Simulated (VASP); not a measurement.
# NaF (P6_3/mmc) in VASP: further runs

The runs below take NaF through single point, with PBE, LDA.

Program: VASP 6.6.1. These are calculated values, not measurements. Logs are shortened: lines on timing, memory, paths and dates and some standing lists are left out, and cuts for length are marked.

### Step 1. The cell of the first run

The structure is hexagonal, space group P6_3/mmc (No. 194). The conventional cell has a = 3.178 Å, b = 3.178 Å, c = 5.568 Å, α = 90.00°, β = 90.00°, γ = 120.00°. Within 3.0 Å of Na (site symmetry -3m) lie 6 F at 2.30 Å and 2 Na at 2.78 Å. Within 3.0 Å of F (site symmetry -6m2) lie 6 Na at 2.30 Å.

### Step 2. Single point, PBE

File INCAR:

```
SYSTEM = NaF
PREC = Accurate ; ENCUT = 520
EDIFF = 1E-7 ; ISMEAR = 0
SIGMA = 0.01 ; LREAL = .FALSE.
LASPH = .TRUE. ; NELM = 60
ALGO = Normal ; ISIF = 2
LWAVE = .FALSE. ; LCHARG = .FALSE.
GGA = PE ; NBANDS = 22
```

File KPOINTS:

```
regular mesh
0
G
  6 6 2
  0 0 0
```

File POSCAR:

```
NaF
1.0
    3.1775543160      0.0000000000      0.0000000000
   -1.5887771580      2.7518427596      0.0000000000
    0.0000000000      0.0000000000      5.5676310269
Na F
2 2
Direct
    0.0000000000      0.0000000000      0.0000000000
    0.0000000000      0.0000000000      0.5000000000
    0.3333333333      0.6666666667      0.2500000000
    0.6666666667      0.3333333333      0.7500000000
```

Potentials or basis: VASP PAW PBE potentials, release 64 (Na_pv, F).

Launch:

```bash
> cat potpaw_PBE.64/Na_pv/POTCAR potpaw_PBE.64/F/POTCAR > POTCAR
> mpirun -np 1 vasp_std > vasp.out
```

OUTCAR:

```text
SYSTEM = NaF
   PREC = Accurate
   ENCUT = 520
   EDIFF = 1E-7
   ISMEAR = 0
   LREAL = .FALSE.
   LASPH = .TRUE.
   NELM = 60
   ISIF = 2
   GGA = PE

 ion  position               nearest neighbor table
   1  0.000  0.000  0.000-   3 2.30   4 2.30   4 2.30   3 2.30   4 2.30   3 2.30   2 2.78   2 2.78

   2  0.000  0.000  0.500-   3 2.30   4 2.30   4 2.30   3 2.30   4 2.30   3 2.30   1 2.78   1 2.78

   3  0.333  0.667  0.250-   1 2.30   2 2.30   1 2.30   2 2.30   1 2.30   2 2.30
   4  0.667  0.333  0.750-   1 2.30   2 2.30   1 2.30   2 2.30   1 2.30   2 2.30

  LATTYP: Found a hexagonal cell.
 ALAT       =     3.1775543160
 C/A-ratio  =     1.7521749349

  Lattice vectors:

 A1 = (   3.1775543160,   0.0000000000,   0.0000000000)
 A2 = (  -1.5887771580,   2.7518427596,   0.0000000000)
 A3 = (   0.0000000000,   0.0000000000,   5.5676310269)

Analysis of symmetry for initial positions (statically):
=====================================================================
 Subroutine PRICEL returns:
 Original cell was already a primitive cell.

 Routine SETGRP: Setting up the symmetry group for a
 hexagonal supercell.

 Subroutine GETGRP returns: Found 24 space group operations
 (whereof 12 operations were pure point group operations)
 out of a pool of 24 trial point group operations.

The static configuration has the point symmetry D_3d.
 The point group associated with its full space group is D_6h.

Analysis of symmetry for dynamics (positions and initial velocities):
=====================================================================
 Subroutine PRICEL returns:
 Original cell was already a primitive cell.

 Routine SETGRP: Setting up the symmetry group for a
 hexagonal supercell.

 Subroutine GETGRP returns: Found 24 space group operations
 (whereof 12 operations were pure point group operations)
 out of a pool of 24 trial point group operations.

The dynamic configuration has the point symmetry D_3d.
 The point group associated with its full space group is D_6h.

 Subroutine INISYM returns: Found 24 space group operations
 (whereof 12 operations are pure point group operations),
 and found     1 'primitive' translations

----------------------------------------------------------------------------------------

                                     Primitive cell

  volume of cell :      48.6841

  direct lattice vectors                    reciprocal lattice vectors
     3.177554316  0.000000000  0.000000000     0.314707445  0.181696428  0.000000000
    -1.588777158  2.751842760  0.000000000     0.000000000  0.363392856  0.000000000
     0.000000000  0.000000000  5.567631027     0.000000000  0.000000000  0.179609603

  length of vectors
     3.177554316  3.177554316  5.567631027     0.363392856  0.363392856  0.179609603

  position of ions in fractional coordinates (direct lattice)
     0.000000000  0.000000000  0.000000000
     0.000000000  0.000000000  0.500000000
     0.333333333  0.666666667  0.250000000
     0.666666667  0.333333333  0.750000000

  ion indices of the primitive-cell ions
   primitive index   ion index
                 1           1
                 2           2
                 3           3
                 4           4

----------------------------------------------------------------------------------------

 KPOINTS: regular mesh

Automatic generation of k-mesh.
 Grid dimensions read from file:
 generate k-points for:    6    6    2

 Generating k-lattice:

  Cartesian coordinates                     Fractional coordinates (reciprocal lattice)
     0.052451241  0.030282738  0.000000000     0.166666667  0.000000000  0.000000000
     0.000000000  0.060565476  0.000000000     0.000000000  0.166666667  0.000000000
     0.000000000  0.000000000  0.089804802     0.000000000  0.000000000  0.500000000

  Length of vectors
     0.060565476  0.060565476  0.089804802

  Shift w.r.t. Gamma in fractional coordinates (k-lattice)
     0.000000000  0.000000000  0.000000000

 Subroutine IBZKPT returns following result:
 ===========================================

 Found     14 irreducible k-points:

 Following reciprocal coordinates:
            Coordinates               Weight
  0.000000  0.000000  0.000000      1.000000
  0.166667  0.000000  0.000000      6.000000
  0.333333  0.000000  0.000000      6.000000
  0.500000 -0.000000  0.000000      3.000000
  0.166667  0.166667  0.000000      6.000000
  0.333333  0.166667  0.000000     12.000000
  0.333333  0.333333  0.000000      2.000000
  0.000000  0.000000  0.500000      1.000000
  0.166667  0.000000  0.500000      6.000000
  0.333333  0.000000  0.500000      6.000000
  0.500000 -0.000000  0.500000      3.000000
  0.166667  0.166667  0.500000      6.000000
  0.333333  0.166667  0.500000     12.000000
  0.333333  0.333333  0.500000      2.000000
   k-points           NKPTS =     14   k-points in BZ     NKDIM =     14   number of bands    NBANDS=     22
   number of dos      NEDOS =    301   number of ions     NIONS =      4
   total plane-waves  NPLWV =  24192
   dimension x,y,z NGX =    24 NGY =   24 NGZ =   42
   dimension x,y,z NGXF=    48 NGYF=   48 NGZF=   84
   ions per type =               2   2
   NGX,Y,Z   is equivalent  to a cutoff of  12.56, 12.56, 12.54 a.u.
   NGXF,Y,Z  is equivalent  to a cutoff of  25.11, 25.11, 25.08 a.u.
 SYSTEM =  NaF
   PREC   = accura    normal or accurate (medium, high low for compatibility)
   ISTART =      0    job   : 0-new  1-cont  2-samecut
   ICHARG =      2    charge: 1-file 2-atom 10-const
   ISPIN  =      1    spin polarized calculation?
   LNONCOLLINEAR =      F non collinear calculations
   LSORBIT =      F    spin-orbit coupling
   LASPH  =      T    aspherical Exc in radial PAW
   ENCUT  =  520.0 eV  38.22 Ry    6.18 a.u.   5.91  5.91 10.35*2*pi/ulx,y,z
   NELM   =     60;   NELMIN=  2; NELMDL= -5     # of ELM steps
   EDIFF  = 0.1E-06   stopping-criterion for ELM
   LREAL  =      F    real-space projection
   EDIFFG = 0.1E-05   stopping-criterion for IOM
   NSW    =      0    number of steps for IOM
   IBRION =     -1    ionic relax: 0-MD 1-quasi-New 2-CG
   NFREE  =      0    steps in history (QN), initial steepest desc. (CG)
   ISIF   =      2    stress and relaxation
   ISYM   =      2    0-nonsym 1-usesym 2-fastsym
   POTIM  = 0.5000    time-step for ionic-motion
   TEBEG  =    0.0;   TEEND  =   0.0 temperature during run
   PSTRESS=    0.0 pullay stress
   NELECT =      28.0000    total number of electrons
   NUPDOWN=      -1.0000    fix difference up-down
   EMIN   =  10.00;   EMAX   =-10.00  energy-range for DOS
   EFERMI =   0.00;   METHOD = LEGACY
   ISMEAR =     0;   SIGMA  =   0.01  broadening in eV -4-tet -1-fermi 0-gaus
   EFERMI_NEDOS =   21; number of points for ismear=-14 and -15
   IALGO  =     38    algorithm
   IMIX   =      4    mixing-type and parameters
     AMIX     =   0.40;   BMIX     =  1.00
     AMIX_MAG =   1.60;   BMIX_MAG =  1.00
  volume/ion in A,a.u.               =      12.17        82.13
  Fermi-wavevector in a.u.,A,eV,Ry     =   1.361440  2.572748 25.218654  1.853519
  Thomas-Fermi vector in A             =   2.488016
   LORBIT       =      0    0 simple, 1 ext, 2 COOP (PROOUT), +10 PAW based schemes
   GGA     = PE    functional components
   LHFCALC =     F    Hartree Fock is set to
   AEXX    =    0.0000 exact exchange contribution
   IVDW    =     0    specifies the selected vdW correction
   LEPSILON=     F    determine dielectric tensor
   LRPA    =     F    only Hartree local field effects (RPA)
 non-spin polarized calculation
 Gauss-broadening in eV      SIGMA  =   0.01
  energy-cutoff  :      520.00
  volume of cell :       48.68
 maximum number of plane-waves:      1325
 NGX is ok and might be reduce to    24
   NGX = 11   NGY = 11   NGZ = 21

 number of electron      28.0000008 magnetization

 Free energy of the ion-electron system (eV)
  ---------------------------------------------------
  ext. energy  EPLUGINS =         0.00000000
  ---------------------------------------------------
  free energy    TOTEN  =       -16.92294491 eV

  energy without entropy =      -16.92294491  energy(sigma->0) =      -16.92294491

 E-fermi :  -1.7914     XC(G=0):  -9.2553

 val. band max:       -1.8905606003   @ k =   0.0000   0.0000   0.0000
 cond. band min:       4.4495007771   @ k =   0.0000   0.0000   0.0000
 fundamental gap:      6.3400613774
 Fermi energy:        -1.7914439329

 k-point     1 :       0.0000    0.0000    0.0000
  band No.  band energies     occupation
      1     -21.9754      2.00000
      2     -21.1745      2.00000
      3     -21.0257      2.00000
      4     -21.0257      2.00000
      5     -20.9911      2.00000
      6     -20.9911      2.00000
[... 14 lines left out ...]
     21      19.2233      0.00000
     22      19.2233      0.00000

 k-point     2 :       0.1667    0.0000    0.0000
  band No.  band energies     occupation
      1     -21.8695      2.00000
      2     -21.4712      2.00000
      3     -21.0350      2.00000
      4     -21.0267      2.00000
      5     -20.9984      2.00000
      6     -20.9581      2.00000
[... 14 lines left out ...]
     21      18.3589      0.00000
     22      18.5481      0.00000

 k-point     3 :       0.3333    0.0000    0.0000
  band No.  band energies     occupation
      1     -21.7882      2.00000
      2     -21.4983      2.00000
      3     -21.0968      2.00000
      4     -21.0536      2.00000
      5     -21.0130      2.00000
      6     -20.9479      2.00000
[... 14 lines left out ...]
     21      18.5327      0.00000
     22      18.5548      0.00000

 k-point     4 :       0.5000   -0.0000    0.0000
  band No.  band energies     occupation
      1     -21.8584      2.00000
      2     -21.2236      2.00000
      3     -21.1314      2.00000
      4     -21.0629      2.00000
      5     -21.0203      2.00000
      6     -20.9428      2.00000
[... 14 lines left out ...]
     21      18.1183      0.00000
     22      18.6429      0.00000

 k-point     5 :       0.1667    0.1667    0.0000
  band No.  band energies     occupation
      1     -21.6916      2.00000
      2     -21.6452      2.00000
      3     -21.0726      2.00000
      4     -21.0725      2.00000
      5     -21.0163      2.00000
      6     -20.9504      2.00000
[... 14 lines left out ...]
     21      17.9381      0.00000
     22      18.6160      0.00000

 k-point     6 :       0.3333    0.1667    0.0000
  band No.  band energies     occupation
      1     -21.7634      2.00000
      2     -21.4173      2.00000
      3     -21.1692      2.00000
      4     -21.1127      2.00000
      5     -21.0391      2.00000
      6     -20.9428      2.00000
[... 14 lines left out ...]
     21      16.6791      0.00000
     22      17.1369      0.00000

 k-point     7 :       0.3333    0.3333    0.0000
  band No.  band energies     occupation
      1     -21.5869      2.00000
      2     -21.5869      2.00000
      3     -21.2245      2.00000
      4     -21.0864      2.00000
      5     -21.0864      2.00000
      6     -20.9403      2.00000
[... 14 lines left out ...]
     21      14.8446      0.00000
     22      17.1265      0.00000

 k-point     8 :       0.0000    0.0000    0.5000
  band No.  band energies     occupation
      1     -21.7042      2.00000
      2     -21.7042      2.00000
      3     -21.0084      2.00000
      4     -21.0084      2.00000
      5     -21.0084      2.00000
      6     -21.0084      2.00000
[... 14 lines left out ...]
     21      18.3706      0.00000
     22      18.3706      0.00000

 k-point     9 :       0.1667    0.0000    0.5000
  band No.  band energies     occupation
      1     -21.6711      2.00000
      2     -21.6711      2.00000
      3     -21.0550      2.00000
      4     -21.0550      2.00000
      5     -21.0167      2.00000
      6     -21.0167      2.00000
[... 14 lines left out ...]
     21      18.4795      0.00000
     22      18.4795      0.00000

 k-point    10 :       0.3333    0.0000    0.5000
  band No.  band energies     occupation
      1     -21.6230      2.00000
      2     -21.6230      2.00000
      3     -21.0993      2.00000
      4     -21.0993      2.00000
      5     -21.0333      2.00000
      6     -21.0333      2.00000
[... 14 lines left out ...]
     21      18.5732      0.00000
     22      18.5732      0.00000

 k-point    11 :       0.5000   -0.0000    0.5000
  band No.  band energies     occupation
      1     -21.6124      2.00000
      2     -21.6124      2.00000
      3     -21.0948      2.00000
      4     -21.0948      2.00000
      5     -21.0416      2.00000
      6     -21.0416      2.00000
[... 14 lines left out ...]
     21      18.5768      0.00000
     22      18.5768      0.00000

 k-point    12 :       0.1667    0.1667    0.5000
  band No.  band energies     occupation
      1     -21.6286      2.00000
      2     -21.6286      2.00000
      3     -21.0909      2.00000
      4     -21.0909      2.00000
      5     -21.0395      2.00000
      6     -21.0395      2.00000
[... 14 lines left out ...]
     21      17.7601      0.00000
     22      17.7601      0.00000

 k-point    13 :       0.3333    0.1667    0.5000
  band No.  band energies     occupation
      1     -21.5958      2.00000
      2     -21.5958      2.00000
      3     -21.0953      2.00000
      4     -21.0953      2.00000
      5     -21.0696      2.00000
      6     -21.0696      2.00000
[... 14 lines left out ...]
     21      17.8184      0.00000
     22      17.8184      0.00000

 k-point    14 :       0.3333    0.3333    0.5000
  band No.  band energies     occupation
      1     -21.5705      2.00000
      2     -21.5705      2.00000
      3     -21.1138      2.00000
      4     -21.1138      2.00000
      5     -21.0839      2.00000
      6     -21.0839      2.00000
[... 14 lines left out ...]
     21      18.2230      0.00000
     22      18.2230      0.00000

------------------------ aborting loop because EDIFF is reached ----------------------------------------

  FORCE on cell =-STRESS in cart. coord.  units (eV):
  Direction    XX          YY          ZZ          XY          YZ          ZX
  --------------------------------------------------------------------------------------
  -------------------------------------------------------------------------------------
  Total        1.0400736      1.0400736      1.1324943      0.0000000      0.0000000      0.0000000
  in kB       34.2284784     34.2284784     37.2700137      0.0000000      0.0000000      0.0000000
  external PRESSURE =      35.2423235 kB  Pullay stress =       0.0000000 kB

 VOLUME and BASIS-vectors are now :
 -----------------------------------------------------------------------------
  energy-cutoff  :      520.00
  volume of cell :       48.68
      direct lattice vectors                 reciprocal lattice vectors
     3.177554316  0.000000000  0.000000000     0.314707445  0.181696428  0.000000000
    -1.588777158  2.751842760  0.000000000     0.000000000  0.363392856  0.000000000
     0.000000000  0.000000000  5.567631027     0.000000000  0.000000000  0.179609603

 POSITION                                       TOTAL-FORCE (eV/Angst)
 -----------------------------------------------------------------------------------
      0.00000      0.00000      0.00000         0.000000     -0.000000     -0.000000
      0.00000      0.00000      2.78382         0.000000     -0.000000     -0.000000
     -0.00000      1.83456      1.39191        -0.000000      0.000000      0.000000
      1.58878      0.91728      4.17572         0.000000     -0.000000      0.000000
 -----------------------------------------------------------------------------------
    total drift:                               -0.000000      0.000000      0.000000

  FREE ENERGIE OF THE ION-ELECTRON SYSTEM (eV)
  ---------------------------------------------------
  free  energy   TOTEN  =       -16.9229449140 eV

  energy  without entropy=      -16.9229449140  energy(sigma->0) =      -16.92294491
```

It took 10 s on 1 thread of Intel Xeon 6975P-C, shared host; peak memory 0.16 GiB.

What came out:

- Free energy: -16.9229 eV
- Pressure: 3.5 GPa
- Band gap on the k mesh: 6.34 eV, direct

Caveat: the k points lie up to 0.56 Å⁻¹ apart.

### Step 3. Single point, PBE

File INCAR:

```
PREC = Accurate
ENCUT = 520
EDIFF = 1E-6
ISMEAR = 0
SIGMA = 0.01
LREAL = False
LASPH = True
NELM = 80
ALGO = Normal
ISIF = 2
LWAVE = False
LCHARG = True
GGA = PE
LELF = True
LVHAR = True
NBANDS = 22
```

File KPOINTS:

```
regular mesh
0
Gamma
  6 6 2
```

POSCAR is that of step 2.

Potentials or basis: VASP PAW PBE potentials, release 64 (Na_pv, F).

Launch:

```bash
> cat potpaw_PBE.64/Na_pv/POTCAR potpaw_PBE.64/F/POTCAR > POTCAR
> mpirun -np 1 vasp_std > vasp.out
```

Wall time 9.4 s (1 thread of Intel Xeon 6975P-C, shared host); peak memory 0.15 GiB.

Results (log left out):

| Item | Value |
| --- | --- |
| Free energy | -16.9229 eV |
| Pressure | 3.5 GPa |
| Band gap on the k mesh | 6.34 eV, direct |

Stress tensor (GPa, compression positive):
```
3.42 0.00 0.00
0.00 3.42 0.00
0.00 0.00 3.72
```

Levels at points of the mesh, in eV from the valence-band top:
```
           k point  band 10  band 11  band 12  band 13  band 14  band 15  band 16  band 17  band 18  band 19
(0.00, 0.00, 0.00)    -0.21    -0.21    -0.21     0.00     0.00     6.34    10.84    12.09    17.12    20.15
(0.50, 0.00, 0.00)    -1.18    -0.81    -0.57    -0.39    -0.30    10.86    12.37    13.73    14.21    14.42
(0.00, 0.00, 0.50)    -1.08    -0.10    -0.10    -0.10    -0.10     8.12     8.12    14.86    14.86    20.26
(0.50, 0.00, 0.50)    -1.52    -0.54    -0.54    -0.34    -0.34    11.86    11.86    13.00    13.00    15.83
```

Caveat: the k points lie up to 0.56 Å⁻¹ apart. PBE gaps usually lie below the measured ones, often by a third to a half.

### Step 4. Single point, LDA

File INCAR:

```
SYSTEM = NaF
ALGO     = Normal         ! electronic algorithm
EDIFF    = 1E-6           ! SCF threshold, eV
ENCUT    = 520            ! plane-wave cutoff, eV
ISIF     = 2              ! what is computed and relaxed
ISMEAR   = 0              ! smearing method
LASPH    = .True.         ! aspherical terms in the spheres
LCHARG   = .False.        ! write CHGCAR
LREAL    = .False.        ! projectors in reciprocal space
LWAVE    = .False.        ! write WAVECAR
NBANDS   = 22             ! bands
NELM     = 60             ! most SCF steps
PREC     = Accurate       ! precision mode
SIGMA    = 0.01           ! smearing width, eV
```

File KPOINTS:

```
k-points
0
Gamma
  6 6 2
  0 0 0
```

POSCAR is that of step 3.

Potentials or basis: VASP PAW LDA potentials, release 64 (Na_pv, F).

Launch:

```bash
> cat potpaw_LDA.64/Na_pv/POTCAR potpaw_LDA.64/F/POTCAR > POTCAR
> mpirun -np 1 vasp_std > vasp.out
```

Wall time 8.9 s (1 thread of Intel Xeon 6975P-C, shared host); peak memory 0.14 GiB.

The run converged. Its results:

* Free energy: -18.4571 eV
* Pressure: -3.2 GPa
* Band gap on the k mesh: 5.99 eV, direct

Levels at points of the mesh, in eV from the valence-band top:
```
           k point  band 12  band 13  band 14  band 15  band 16  band 17
(0.00, 0.00, 0.00)    -0.21     0.00     0.00     5.99    10.45    11.71
(0.50, 0.00, 0.00)    -0.60    -0.40    -0.31    10.47    11.99    13.30
(0.00, 0.00, 0.50)    -0.11    -0.11    -0.11     7.79     7.79    14.41
(0.50, 0.00, 0.50)    -0.56    -0.36    -0.36    11.46    11.46    12.61
```

Caveat: the k points lie up to 0.56 Å⁻¹ apart.
